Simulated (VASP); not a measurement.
# AlNi (rocksalt type) (Fm-3m) in VASP: relaxation of cell and atoms with PBE

Aim: the relaxation of cell and atoms of AlNi (rocksalt type) with PBE.

Everything below comes from runs of VASP 6.6.1. Logs are shortened: lines on timing, memory, paths and dates and some standing lists are left out, and cuts for length are marked.

## 1. The cell of the first run

The structure is cubic, space group Fm-3m (No. 225). The conventional cell has a = 4.849 Å, b = 4.849 Å, c = 4.849 Å, α = 90.00°, β = 90.00°, γ = 90.00°. Ni (site symmetry m-3m) has 6 Al at 2.42 Å within 3.2 Å. Al (site symmetry m-3m) has 6 Ni at 2.42 Å within 3.2 Å.

## 2. Relaxation of cell and atoms, PBE

Input file INCAR:

```
SYSTEM = AlNi
PREC     = Accurate       ! precision mode
ENCUT    = 600            ! plane-wave cutoff, eV
EDIFF    = 1E-6           ! SCF threshold, eV
ISMEAR   = -1             ! smearing method
SIGMA    = 0.1            ! smearing width, eV
LREAL    = .FALSE.        ! projectors in reciprocal space
LASPH    = .TRUE.         ! aspherical terms in the spheres
NELM     = 100            ! most SCF steps
ALGO     = Normal         ! electronic algorithm
ISIF     = 3              ! what is computed and relaxed
LWAVE    = .FALSE.        ! write WAVECAR
LCHARG   = .FALSE.        ! write CHGCAR
GGA      = PE             ! functional
IBRION   = 2              ! ionic algorithm
NSW      = 60             ! ionic steps
EDIFFG   = -0.005         ! ionic threshold
```

Input file KPOINTS:

```
regular mesh
0
G
  15 15 15
  0 0 0
```

Input file POSCAR:

```
AlNi
1.0
    0.0000000000      2.4244436911      2.4244436911
    2.4244436911      0.0000000000      2.4244436911
    2.4244436911      2.4244436911      0.0000000000
Ni Al
1 1
Direct
    0.0000000000      0.0000000000      0.0000000000
    0.5000000000      0.5000000000      0.5000000000
```

Potentials or basis: VASP PAW PBE potentials, release 64 (Ni, Al).

Run with:

```console
$ cat potpaw_PBE.64/Ni/POTCAR potpaw_PBE.64/Al/POTCAR > POTCAR
$ mpirun -np 1 vasp_std > vasp.out
```

OUTCAR:

```text
SYSTEM = AlNi
   PREC = Accurate
   ENCUT = 600
   EDIFF = 1E-6
   ISMEAR = -1
   LREAL = .FALSE.
   LASPH = .TRUE.
   NELM = 100
   ISIF = 3
   GGA = PE
   IBRION = 2
   NSW = 60
   EDIFFG = -0.005

 ion  position               nearest neighbor table
   1  0.000  0.000  0.000-   2 2.42   2 2.42   2 2.42   2 2.42   2 2.42   2 2.42
   2  0.500  0.500  0.500-   1 2.42   1 2.42   1 2.42   1 2.42   1 2.42   1 2.42

  LATTYP: Found a face centered cubic cell.
 ALAT       =     4.8488873822

  Lattice vectors:

 A1 = (   0.0000000000,   2.4244436911,   2.4244436911)
 A2 = (   2.4244436911,   0.0000000000,   2.4244436911)
 A3 = (   2.4244436911,   2.4244436911,   0.0000000000)

Analysis of symmetry for initial positions (statically):
=====================================================================
 Subroutine PRICEL returns:
 Original cell was already a primitive cell.

 Routine SETGRP: Setting up the symmetry group for a
 face centered cubic supercell.

 Subroutine GETGRP returns: Found 48 space group operations
 (whereof 48 operations were pure point group operations)
 out of a pool of 48 trial point group operations.

The static configuration has the point symmetry O_h .

Analysis of symmetry for dynamics (positions and initial velocities):
=====================================================================
 Subroutine PRICEL returns:
 Original cell was already a primitive cell.

 Routine SETGRP: Setting up the symmetry group for a
 face centered cubic supercell.

 Subroutine GETGRP returns: Found 48 space group operations
 (whereof 48 operations were pure point group operations)
 out of a pool of 48 trial point group operations.

The dynamic configuration has the point symmetry O_h .

 Subroutine INISYM returns: Found 48 space group operations
 (whereof 48 operations are pure point group operations),
 and found     1 'primitive' translations

----------------------------------------------------------------------------------------

                                     Primitive cell

  volume of cell :      28.5014

  direct lattice vectors                    reciprocal lattice vectors
     0.000000000  2.424443691  2.424443691    -0.206232878  0.206232878  0.206232878
     2.424443691  0.000000000  2.424443691     0.206232878 -0.206232878  0.206232878
     2.424443691  2.424443691  0.000000000     0.206232878  0.206232878 -0.206232878

  length of vectors
     3.428681149  3.428681149  3.428681149     0.357205823  0.357205823  0.357205823

  position of ions in fractional coordinates (direct lattice)
     0.000000000  0.000000000  0.000000000
     0.500000000  0.500000000  0.500000000

  ion indices of the primitive-cell ions
   primitive index   ion index
                 1           1
                 2           2

----------------------------------------------------------------------------------------

 KPOINTS: regular mesh

Automatic generation of k-mesh.
 Grid dimensions read from file:
 generate k-points for:   15   15   15

 Generating k-lattice:

  Cartesian coordinates                     Fractional coordinates (reciprocal lattice)
    -0.013748859  0.013748859  0.013748859     0.066666667  0.000000000  0.000000000
     0.013748859 -0.013748859  0.013748859     0.000000000  0.066666667  0.000000000
     0.013748859  0.013748859 -0.013748859     0.000000000  0.000000000  0.066666667

  Length of vectors
     0.023813722  0.023813722  0.023813722

  Shift w.r.t. Gamma in fractional coordinates (k-lattice)
     0.000000000  0.000000000  0.000000000

 Subroutine IBZKPT returns following result:
 ===========================================

 Found    120 irreducible k-points:

 Following reciprocal coordinates:
            Coordinates               Weight
  0.000000  0.000000  0.000000      1.000000
  0.066667  0.000000  0.000000      8.000000
  0.133333  0.000000  0.000000      8.000000
  0.200000  0.000000  0.000000      8.000000
  0.266667  0.000000  0.000000      8.000000
  0.333333  0.000000  0.000000      8.000000
[... 16 lines left out ...]
  0.133333  0.133333  0.000000      6.000000
  0.200000  0.133333  0.000000     24.000000
 [... further k-points ...]
   k-points           NKPTS =    120   k-points in BZ     NKDIM =    120   number of bands    NBANDS=     10
   number of dos      NEDOS =    301   number of ions     NIONS =      2
   total plane-waves  NPLWV =  21952
   dimension x,y,z NGX =    28 NGY =   28 NGZ =   28
   dimension x,y,z NGXF=    56 NGYF=   56 NGZF=   56
   ions per type =               1   1
   NGX,Y,Z   is equivalent  to a cutoff of  13.58, 13.58, 13.58 a.u.
   NGXF,Y,Z  is equivalent  to a cutoff of  27.15, 27.15, 27.15 a.u.
 SYSTEM =  AlNi
   PREC   = accura    normal or accurate (medium, high low for compatibility)
   ISTART =      0    job   : 0-new  1-cont  2-samecut
   ICHARG =      2    charge: 1-file 2-atom 10-const
   ISPIN  =      1    spin polarized calculation?
   LNONCOLLINEAR =      F non collinear calculations
   LSORBIT =      F    spin-orbit coupling
   LASPH  =      T    aspherical Exc in radial PAW
   ENCUT  =  600.0 eV  44.10 Ry    6.64 a.u.   6.85  6.85  6.85*2*pi/ulx,y,z
   NELM   =    100;   NELMIN=  2; NELMDL= -5     # of ELM steps
   EDIFF  = 0.1E-05   stopping-criterion for ELM
   LREAL  =      F    real-space projection
   EDIFFG = -.5E-02   stopping-criterion for IOM
   NSW    =     60    number of steps for IOM
   IBRION =      2    ionic relax: 0-MD 1-quasi-New 2-CG
   NFREE  =      1    steps in history (QN), initial steepest desc. (CG)
   ISIF   =      3    stress and relaxation
   ISYM   =      2    0-nonsym 1-usesym 2-fastsym
   POTIM  = 0.5000    time-step for ionic-motion
   TEBEG  =    0.0;   TEEND  =   0.0 temperature during run
   PSTRESS=    0.0 pullay stress
   NELECT =      13.0000    total number of electrons
   NUPDOWN=      -1.0000    fix difference up-down
   EMIN   =  10.00;   EMAX   =-10.00  energy-range for DOS
   EFERMI =   0.00;   METHOD = LEGACY
   ISMEAR =    -1;   SIGMA  =   0.10  broadening in eV -4-tet -1-fermi 0-gaus
   EFERMI_NEDOS =   21; number of points for ismear=-14 and -15
   IALGO  =     38    algorithm
   IMIX   =      4    mixing-type and parameters
     AMIX     =   0.40;   BMIX     =  1.00
     AMIX_MAG =   1.60;   BMIX_MAG =  1.00
  volume/ion in A,a.u.               =      14.25        96.17
  Fermi-wavevector in a.u.,A,eV,Ry     =   1.260184  2.381402 21.606907  1.588063
  Thomas-Fermi vector in A             =   2.393706
   LORBIT       =      0    0 simple, 1 ext, 2 COOP (PROOUT), +10 PAW based schemes
   GGA     = PE    functional components
   LHFCALC =     F    Hartree Fock is set to
   AEXX    =    0.0000 exact exchange contribution
   IVDW    =     0    specifies the selected vdW correction
   LEPSILON=     F    determine dielectric tensor
   LRPA    =     F    only Hartree local field effects (RPA)
 conjugate gradient relaxation of ions
 non-spin polarized calculation
  energy-cutoff  :      600.00
  volume of cell :       28.50
 maximum number of plane-waves:       966
   NGX = 13   NGY = 13   NGZ = 13

--------------------------------------- Ionic step        1  -------------------------------------------

 number of electron      12.9999995 magnetization

 Free energy of the ion-electron system (eV)
  ---------------------------------------------------
  ext. energy  EPLUGINS =         0.00000000
  ---------------------------------------------------
  free energy    TOTEN  =        -9.30987892 eV

  energy without entropy =       -9.28228644  energy(sigma->0) =       -9.29608268

------------------------ aborting loop because EDIFF is reached ----------------------------------------

  FORCE on cell =-STRESS in cart. coord.  units (eV):
  Direction    XX          YY          ZZ          XY          YZ          ZX
  --------------------------------------------------------------------------------------
  -------------------------------------------------------------------------------------
  Total        0.0967828      0.0967828      0.0967828      0.0000000     -0.0000000      0.0000000
  in kB        5.4405461      5.4405461      5.4405461      0.0000000     -0.0000000      0.0000000
  external PRESSURE =       5.4405461 kB  Pullay stress =       0.0000000 kB
[... 57 lines left out ...]
  energy  without entropy=       -9.2823149414  energy(sigma->0) =       -9.29624621

--------------------------------------- Ionic step        3  -------------------------------------------

 number of electron      12.9999997 magnetization

 Free energy of the ion-electron system (eV)
  ---------------------------------------------------
  ext. energy  EPLUGINS =         0.00000000
  ---------------------------------------------------
  free energy    TOTEN  =        -9.31019492 eV

  energy without entropy =       -9.28237956  energy(sigma->0) =       -9.29628724

 E-fermi :   7.7246     XC(G=0): -11.1255

 val. band max:        7.6844843296   @ k =  -0.2667   0.4667   0.2000
 cond. band min:       7.7711780326   @ k =   0.4667   0.2667   0.0000
 fundamental gap:      0.0866937030
 Fermi energy:         7.7246080497

 k-point     1 :       0.0000    0.0000    0.0000
  band No.  band energies     occupation
      1      -2.0303      2.00000
      2       5.7061      2.00000
      3       5.7061      2.00000
      4       5.7061      2.00000
      5       5.7662      2.00000
      6       5.7662      2.00000
      7      14.4212      0.00000
      8      14.4212      0.00000
      9      14.4212      0.00000
     10      18.1992      0.00000
[... 287 lines left out ...]
 k-point    24 :       0.2000    0.1333    0.0000
  band No.  band energies     occupation
      1      -1.2642      2.00000
      2       5.4688      2.00000
      3       5.4948      2.00000
      4       5.7445      2.00000
      5       5.8432      2.00000
      6       5.9100      2.00000
      7      11.9596      0.00000
      8      12.7022      0.00000
      9      14.2591      0.00000
     10      16.2237      0.00000

 [... further k-points ...]
[... 5 lines left out ...]
  --------------------------------------------------------------------------------------
  -------------------------------------------------------------------------------------
  Total       -0.0017635     -0.0017635     -0.0017635      0.0000000     -0.0000000      0.0000000
  in kB       -0.0985591     -0.0985591     -0.0985591      0.0000000     -0.0000000      0.0000000
  external PRESSURE =      -0.0985591 kB  Pullay stress =       0.0000000 kB
[... 17 lines left out ...]
  FREE ENERGIE OF THE ION-ELECTRON SYSTEM (eV)
  ---------------------------------------------------
  free  energy   TOTEN  =        -9.3101949203 eV

  energy  without entropy=       -9.2823795606  energy(sigma->0) =       -9.29628724

 reached required accuracy - stopping structural energy minimisation
```

It took 34 s on 1 thread of Intel Xeon 6975P-C (Granite Rapids), shared host; peak memory 0.2 GiB.

What came out:

```yaml
Free_energy: -9.3102 eV
Relaxed_volume: 14.33 Å³/atom
Relaxed_cell: a = 3.435 Å, b = 3.435 Å, c = 3.435 Å, α = 60.00°, β = 60.00°, γ = 60.00°
Space_group_after_relaxing_to_0.05_Å: Fm-3m (No. 225)
Energy_gained_by_relaxing: 0.2 meV/atom
Ionic_steps: 3
Pressure_after_relaxing: 0.0 GPa
```

The path:
```tsv
step	energy change (eV)	largest force (eV/Å)	pressure (GPa)	volume (Å³)
1	0.0000	0.0000	0.54	28.50
2	-0.0003	0.0000	-0.17	28.70
3	-0.0003	0.0000	-0.01	28.67
```

Final structure:
```
CELL_PARAMETERS angstrom
0.00000 2.42912 2.42912
2.42912 0.00000 2.42912
2.42912 2.42912 0.00000
ATOMIC_POSITIONS crystal
Ni 0.00000 0.00000 0.00000
Al 0.50000 0.50000 0.50000
```
